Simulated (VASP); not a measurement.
Write the native input for VASP 6.6.1 that does the following.

```
Task                   : relaxation of cell and atoms
Functional             : PBE
Potentials or basis    : VASP PAW PBE potentials, release 64 (Na_pv, H)
Cutoff                 : 500 eV
k mesh                 : 12 × 12 × 16
Occupations            : gaussian, width 0.1 eV
Spin                   : no spin polarisation
Dipole correction      : no
Further INCAR settings : ALGO = Normal; EDIFF = 1e-07; IBRION = 2; EDIFFG = -0.01; NSW = 100; ISIF = 3
```

The structure of NaH lies in POSCAR:

```
NaH
1.0
    5.4701831884      0.0000000000      0.0000000000
   -2.7350915942      4.7373176045      0.0000000000
    0.0000000000      0.0000000000      2.7965840843
Na H
2 2
Direct
    0.3333333333      0.6666666667      0.0000000000
    0.6666666667      0.3333333333      0.0000000000
    0.0000000000      0.0000000000      0.0000000000
    0.0000000000      0.0000000000      0.5000000000
```

The input as run:

INCAR

```
PREC = Accurate ; ENCUT = 500
EDIFF = 1E-7 ; ISMEAR = 0
SIGMA = 0.1 ; LREAL = F
LASPH = T ; NELM = 120
ALGO = Normal ; ISIF = 3
LWAVE = F ; LCHARG = F
GGA = PE ; IBRION = 2
NSW = 100 ; EDIFFG = -0.01
GGA_COMPAT = F ; NELMIN = 4
```

KPOINTS

```
regular mesh
0
Gamma
  12 12 16
```

Potentials or basis: VASP PAW PBE potentials, release 64 (Na_pv, H).

Launch:

```sh
$ cat potpaw_PBE.64/Na_pv/POTCAR potpaw_PBE.64/H/POTCAR > POTCAR
$ mpirun -np 1 vasp_std > vasp.out
```

It gave:

- Relaxed volume: 18.47 Å³/atom
- Relaxed cell: a = 5.570 Å, b = 5.570 Å, c = 2.750 Å, α = 90.00°, β = 90.00°, γ = 120.00°
- Space group after relaxing (to 0.05 Å): P6/mmm (No. 191)
- Energy gained by relaxing: 2.3 meV/atom
- Ionic steps: 6
- Pressure after relaxing: 0.0 GPa
- Band gap on the k mesh: zero (band 8 reaches 1.32 eV, above the bottom of band 9 at -0.86 eV)

Run time: 7.4 min on 1 thread of Intel Xeon 8259CL (shared host), peak memory 0.26 GiB.
